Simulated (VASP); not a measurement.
# FeNi2GeS4 (I-42m) in VASP: a series of runs

Aim: see how the results for FeNi2GeS4 move with the level of theory and the settings. Levels: PBE, revPBE. Tasks: single point.

All numbers are computed with VASP 6.6.1; they aren't measurements. Logs are shortened: lines on timing, memory, paths and dates and some standing lists are left out, and cuts for length are marked.

## (1) The cell of the first run

It takes space group I-42m (No. 121, tetragonal). The conventional cell has a = 5.301 Å, b = 5.301 Å, c = 10.462 Å, α = 90.00°, β = 90.00°, γ = 90.00°. Ni (site symmetry -4) has 4 S at 2.29 Å within 3.0 Å. Within 3.1 Å of Fe (site symmetry -42m) lie 4 S at 2.34 Å. Within 2.9 Å of Ge (site symmetry -42m) lie 4 S at 2.23 Å. S (site symmetry m) has 1 Ge at 2.23 Å and 2 Ni at 2.29 Å and 1 Fe at 2.34 Å within 2.9 Å.

## (2) Single point, PBE

Contents of INCAR:

```
SYSTEM = FeNi2GeS4
PREC = Accurate ; ENCUT = 520
EDIFF = 1E-7 ; ISMEAR = -1
SIGMA = 0.1 ; LREAL = .False.
LASPH = .True. ; NELM = 80
ALGO = Normal ; ISIF = 2
LWAVE = .False. ; LCHARG = .False.
GGA = PE ; NBANDS = 43
```

Contents of KPOINTS:

```
Automatic mesh
0
Gamma
  4 4 4
  0 0 0
```

Contents of POSCAR:

```
FeNi2GeS4
1.0
    0.0000000000      5.3009220000      0.0000000000
    5.3009220000      0.0000000000      0.0000000000
    2.6504610000      2.6504610000     -5.2312390000
Ni Fe Ge S
2 1 1 4
Direct
    0.7500000000      0.2500000000      0.5000000000
    0.2500000000      0.7500000000      0.5000000000
    0.0000000000      0.0000000000      0.0000000000
    0.5000000000      0.5000000000      0.0000000000
    0.1345000000      0.1345000000      0.2490000000
    0.8655000000      0.3835000000      0.7510000000
    0.6165000000      0.6165000000      0.2490000000
    0.3835000000      0.8655000000      0.7510000000
```

Potentials or basis: VASP PAW PBE potentials, release 64 (Ni, Fe, Ge_d, S).

Started as:

```
$ cat potpaw_PBE.64/Ni/POTCAR potpaw_PBE.64/Fe/POTCAR potpaw_PBE.64/Ge_d/POTCAR potpaw_PBE.64/S/POTCAR > POTCAR
$ mpirun -np 1 vasp_std > vasp.out
```

OUTCAR:

```text
SYSTEM = FeNi2GeS4
   PREC = Accurate
   ENCUT = 520
   EDIFF = 1E-7
   ISMEAR = -1
   LREAL = .False.
   LASPH = .True.
   NELM = 80
   ISIF = 2
   GGA = PE

 ion  position               nearest neighbor table
   1  0.750  0.250  0.500-   6 2.29   7 2.29   5 2.29   8 2.29
   2  0.250  0.750  0.500-   8 2.29   7 2.29   5 2.29   6 2.29
   3  0.000  0.000  0.000-   7 2.34   6 2.34   8 2.34   5 2.34
   4  0.500  0.500  0.000-   5 2.23   6 2.23   8 2.23   7 2.23
   5  0.135  0.135  0.249-   4 2.23   2 2.29   1 2.29   3 2.34
   6  0.865  0.383  0.751-   4 2.23   1 2.29   2 2.29   3 2.34
   7  0.617  0.617  0.249-   4 2.23   2 2.29   1 2.29   3 2.34
   8  0.383  0.865  0.751-   4 2.23   2 2.29   1 2.29   3 2.34

  LATTYP: Found a body centered tetragonal cell.
 ALAT       =     5.3009220000
 C/A-ratio  =     1.9737091019

  Lattice vectors:

 A1 = (  -2.6504610000,   2.6504610000,   5.2312390000)
 A2 = (   2.6504610000,  -2.6504610000,   5.2312390000)
 A3 = (   2.6504610000,   2.6504610000,  -5.2312390000)

Analysis of symmetry for initial positions (statically):
=====================================================================
 Subroutine PRICEL returns:
 Original cell was already a primitive cell.

 Routine SETGRP: Setting up the symmetry group for a
 body centered tetragonal supercell.

 Subroutine GETGRP returns: Found  8 space group operations
 (whereof  8 operations were pure point group operations)
 out of a pool of 16 trial point group operations.

The static configuration has the point symmetry D_2d.

Analysis of symmetry for dynamics (positions and initial velocities):
=====================================================================
 Subroutine PRICEL returns:
 Original cell was already a primitive cell.

 Routine SETGRP: Setting up the symmetry group for a
 body centered tetragonal supercell.

 Subroutine GETGRP returns: Found  8 space group operations
 (whereof  8 operations were pure point group operations)
 out of a pool of 16 trial point group operations.

The dynamic configuration has the point symmetry D_2d.

 Subroutine INISYM returns: Found  8 space group operations
 (whereof  8 operations are pure point group operations),
 and found     1 'primitive' translations

----------------------------------------------------------------------------------------

[... 94 lines left out ...]
   EDIFFG = 0.1E-05   stopping-criterion for IOM
   NSW    =      0    number of steps for IOM
   IBRION =     -1    ionic relax: 0-MD 1-quasi-New 2-CG
   NFREE  =      0    steps in history (QN), initial steepest desc. (CG)
   ISIF   =      2    stress and relaxation
   ISYM   =      2    0-nonsym 1-usesym 2-fastsym
   POTIM  = 0.5000    time-step for ionic-motion
   TEBEG  =    0.0;   TEEND  =   0.0 temperature during run
   PSTRESS=    0.0 pullay stress
   NELECT =      66.0000    total number of electrons
   NUPDOWN=      -1.0000    fix difference up-down
   EMIN   =  10.00;   EMAX   =-10.00  energy-range for DOS
   EFERMI =   0.00;   METHOD = LEGACY
   ISMEAR =    -1;   SIGMA  =   0.10  broadening in eV -4-tet -1-fermi 0-gaus
   EFERMI_NEDOS =   21; number of points for ismear=-14 and -15
   IALGO  =     38    algorithm
   IMIX   =      4    mixing-type and parameters
     AMIX     =   0.40;   BMIX     =  1.00
     AMIX_MAG =   1.60;   BMIX_MAG =  1.00
  volume/ion in A,a.u.               =      18.37       124.00
  Fermi-wavevector in a.u.,A,eV,Ry     =   1.253585  2.368932 21.381210  1.571475
  Thomas-Fermi vector in A             =   2.387430
   LORBIT       =      0    0 simple, 1 ext, 2 COOP (PROOUT), +10 PAW based schemes
   GGA     = PE    functional components
   LHFCALC =     F    Hartree Fock is set to
   AEXX    =    0.0000 exact exchange contribution
   IVDW    =     0    specifies the selected vdW correction
   LEPSILON=     F    determine dielectric tensor
   LRPA    =     F    only Hartree local field effects (RPA)
 non-spin polarized calculation
  energy-cutoff  :      520.00
  volume of cell :      147.00
 maximum number of plane-waves:      3980
   NGX = 19   NGY = 19   NGZ = 23

 number of electron      65.9999999 magnetization

 Free energy of the ion-electron system (eV)
  ---------------------------------------------------
  ext. energy  EPLUGINS =         0.00000000
  ---------------------------------------------------
  free energy    TOTEN  =       -41.48286885 eV

  energy without entropy =      -41.14342529  energy(sigma->0) =      -41.31314707

 E-fermi :   5.2429     XC(G=0): -10.1192

 val. band max:        5.2423992770   @ k =   0.5000   0.5000   0.2500
 cond. band min:       5.2865921068   @ k =  -0.2500  -0.2500   0.2500
 fundamental gap:      0.0441928298
 Fermi energy:         5.2429095555

 k-point     1 :       0.0000    0.0000    0.0000
  band No.  band energies     occupation
      1     -20.3343      2.00000
      2     -20.3343      2.00000
      3     -20.3278      2.00000
      4     -20.2829      2.00000
      5     -20.2770      2.00000
      6     -10.1156      2.00000
[... 587 lines left out ...]
     42       9.5700      0.00000
     43      10.1746      0.00000

------------------------ aborting loop because EDIFF is reached ----------------------------------------

  FORCE on cell =-STRESS in cart. coord.  units (eV):
  Direction    XX          YY          ZZ          XY          YZ          ZX
  --------------------------------------------------------------------------------------
  -------------------------------------------------------------------------------------
  Total       -4.8722101     -4.8722101     -4.1892836      0.0000000      0.0000000      0.0000000
  in kB      -53.1042404    -53.1042404    -45.6607408      0.0000000      0.0000000      0.0000000
  external PRESSURE =     -50.6230739 kB  Pullay stress =       0.0000000 kB

 VOLUME and BASIS-vectors are now :
 -----------------------------------------------------------------------------
  energy-cutoff  :      520.00
  volume of cell :      147.00
      direct lattice vectors                 reciprocal lattice vectors
     0.000000000  5.300922000  0.000000000     0.000000000  0.188646428  0.095579651
     5.300922000  0.000000000  0.000000000     0.188646428  0.000000000  0.095579651
     2.650461000  2.650461000 -5.231239000     0.000000000  0.000000000 -0.191159303

 POSITION                                       TOTAL-FORCE (eV/Angst)
 -----------------------------------------------------------------------------------
      2.65046      5.30092     -2.61562        -0.000000     -0.000000      0.000000
      5.30092      2.65046     -2.61562        -0.000000     -0.000000      0.000000
      0.00000      0.00000      0.00000        -0.000000     -0.000000      0.000000
      2.65046      2.65046      0.00000        -0.000000     -0.000000      0.000000
      1.37294      1.37294     -1.30258        -1.260215     -1.260215     -0.648675
      4.02340      6.57844     -3.92866        -1.260215      1.260215      0.648675
      3.92798      3.92798     -1.30258         1.260215      1.260215     -0.648675
      6.57844      4.02340     -3.92866         1.260215     -1.260215      0.648675
 -----------------------------------------------------------------------------------
    total drift:                               -0.000025     -0.000025      0.000011

  FREE ENERGIE OF THE ION-ELECTRON SYSTEM (eV)
  ---------------------------------------------------
  free  energy   TOTEN  =       -41.4828688488 eV

  energy  without entropy=      -41.1434252886  energy(sigma->0) =      -41.31314707
```

stdout:

```text
POSCAR found type information on POSCAR NiFeGeS
 POSCAR found :  4 types and       8 ions
 scaLAPACK will be used
 LDA part: xc-table for (Slater+PW92), standard interpolation
 POSCAR, INCAR and KPOINTS ok, starting setup
 FFT: planning ... GRIDC
 FFT: planning ... GRID_SOFT
 FFT: planning ... GRID
 WAVECAR not read
 entering main loop
```

Wall time 2.5 min (1 thread of Intel Xeon 6975P-C, shared host); peak memory 0.3 GiB.

Results:

| Property | Result |
| --- | --- |
| Free energy | -41.4829 eV |
| Pressure | -5.1 GPa |
| Largest force | 1.897 eV/Å |
| Band gap on the k mesh | zero (band 33 reaches 5.46 eV, above the bottom of band 34 at 5.16 eV) |

Forces in eV/Å, atoms in the order of the input:
```
Ni   0.000  0.000  0.000
Ni   0.000  0.000  0.000
Fe   0.000  0.000  0.000
Ge   0.000  0.000  0.000
S   -1.260 -1.260 -0.649
S   -1.260  1.260  0.649
S    1.260  1.260 -0.649
S    1.260 -1.260  0.649
```

Stress tensor (GPa, compression positive):
```
-5.31  0.00  0.00
 0.00 -5.31  0.00
 0.00  0.00 -4.57
```

Levels at points of the mesh, in eV from the Fermi level:
```tsv
k point	band 31	band 32	band 33	band 34	band 35	band 36
(0.00, 0.00, 0.00)	-0.46	-0.46	-0.22	0.90	0.90	0.95
(0.50, 0.00, 0.00)	-0.49	-0.31	-0.06	-0.02	0.08	0.45
(0.50, 0.50, 0.00)	-0.44	-0.01	0.22	0.29	0.48	0.61
(0.00, 0.00, 0.50)	-0.30	-0.21	-0.21	0.07	0.07	0.26
```

Caveat: the run has no spin polarisation, though such a crystal can be magnetic; forces of over 1 eV/Å act on the atoms, so gaps and moduli don't describe the material at rest.

## (3) Single point, revPBE

Contents of INCAR:

```
SYSTEM = FeNi2GeS4
  PREC = Accurate
  ENCUT = 520
  EDIFF = 1E-6
  ISMEAR = -1
  SIGMA = 0.1
  LREAL = .False.
  LASPH = .True.
  NELM = 60
  ALGO = Normal
  ISIF = 2
  LWAVE = .False.
  LCHARG = .False.
  GGA = RE
  NBANDS = 43
```

Contents of KPOINTS:

```
Automatic mesh
0
Gamma
  5 5 5
  0 0 0
```

POSCAR is that of step 2.

Potentials or basis: VASP PAW PBE potentials, release 64 (Ni, Fe, Ge_d, S).

Started as:

```
$ cat potpaw_PBE.64/Ni/POTCAR potpaw_PBE.64/Fe/POTCAR potpaw_PBE.64/Ge_d/POTCAR potpaw_PBE.64/S/POTCAR > POTCAR
$ mpirun -np 1 vasp_std > vasp.out
```

Wall time 3.2 min (1 thread of Intel Xeon 6975P-C, shared host); peak memory 0.33 GiB.

Results (log left out):

```
Free energy            : -38.8187 eV
Pressure               : -3.2 GPa
Largest force          : 1.855 eV/Å
Band gap on the k mesh : zero (band 33 reaches 5.51 eV, above the bottom of band 34 at 5.23 eV)
```

Forces in eV/Å, atoms in the order of the input:
```
Ni   0.000  0.000  0.000
Ni   0.000  0.000  0.000
Fe   0.000  0.000  0.000
Ge   0.000  0.000  0.000
S   -1.238 -1.238 -0.613
S   -1.238  1.238  0.613
S    1.238  1.238 -0.613
S    1.238 -1.238  0.613
```

Stress tensor (GPa, compression positive):
```
-3.49  0.00  0.00
 0.00 -3.49  0.00
 0.00  0.00 -2.70
```

Levels at points of the mesh, in eV from the Fermi level:
| k point | band 29 | band 30 | band 31 | band 32 | band 33 | band 34 | band 35 | band 36 | band 37 | band 38 |
| --- | --- | --- | --- | --- | --- | --- | --- | --- | --- | --- |
| (0.00, 0.00, 0.00) | -0.88 | -0.76 | -0.46 | -0.46 | -0.23 | 0.89 | 0.89 | 0.94 | 1.26 | 2.58 |

Caveat: the PAW data sets were made with another functional, which shifts forces and pressure a little; the run has no spin polarisation, though such a crystal can be magnetic.
